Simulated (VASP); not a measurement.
Here is a VASP 6.6.1 calculation.

Contents of INCAR:

```
SYSTEM = B
ALGO = Normal
EDIFF = 1E-7
EDIFFG = -0.005
ENCUT = 600
GGA = PE
IBRION = 2
ISIF = 4
ISMEAR = -1
LASPH = .TRUE.
LCHARG = .FALSE.
LREAL = .FALSE.
LWAVE = .FALSE.
NELM = 60
NSW = 50
PREC = Accurate
SIGMA = 0.05
```

KPOINTS

```
k-points
0
G
  15 15 5
  0 0 0
```

File POSCAR:

```
B
1.0
    2.4528082580      0.0000000000      0.0000000000
   -1.2264041290      2.1241942621      0.0000000000
    0.0000000000      0.0000000000      3.3125957173
B
4
Direct
    0.0000000000      0.0000000000      0.2500000000
    0.0000000000      0.0000000000      0.7500000000
    0.3333333333      0.6666666667      0.2500000000
    0.6666666667      0.3333333333      0.7500000000
```

Potentials or basis: VASP PAW PBE potentials, release 64 (B).

Command:

```sh
$ cat potpaw_PBE.64/B/POTCAR > POTCAR
$ mpirun -np 1 vasp_std > vasp.out
```

Predict the band gap on the k mesh.

zero (band 6 reaches 14.42 eV, above the bottom of band 7 at 12.60 eV).

The path:
```csv
step,energy change (eV),largest force (eV/Å),pressure (GPa),volume (Å³)
1,0.0000,0.0000,306.83,17.26
2,0.8404,0.0000,262.13,17.26
3,-1.2891,0.0000,267.66,17.26
4,-1.3001,0.0000,262.73,17.26
5,-1.3037,0.0000,264.33,17.26
6,-1.3036,0.0000,263.77,17.26
7,-1.3036,0.0000,264.40,17.26
8,-1.3038,0.0000,264.07,17.26
```

Caveat: the k points lie up to 0.42 Å⁻¹ apart in the final cell.
